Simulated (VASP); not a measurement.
Crystal: InF (zincblende type).

```
CELL_PARAMETERS angstrom
0.00000 3.00449 3.00449
3.00449 0.00000 3.00449
3.00449 3.00449 0.00000
ATOMIC_POSITIONS crystal
In 0.00000 0.00000 0.00000
F 0.25000 0.25000 0.25000
```

Base run:

| Item | Value |
| --- | --- |
| Program | VASP 6.6.1 |
| Functional | PBE |
| Potentials or basis | VASP PAW PBE potentials, release 64 (In_d, F) |
| Cutoff | 520 eV |
| k mesh | 16 × 16 × 16 |
| Occupations | fermi-dirac, width 0.05 eV |
| Spin | no spin polarisation |

Its results: band gap on the k mesh 1.84 eV, direct; pressure -0.1 GPa.

**Question.** The run is repeated on the same cell with these changes: k mesh from 16 × 16 × 16 to 13 × 13 × 13. What comes out?

**Answer.** Band gap on the k mesh 1.92 eV, direct; pressure -0.1 GPa.

Caveats: spin-orbit coupling is left out, which moves the levels of the heavy elements.

A k mesh can miss the band edges.
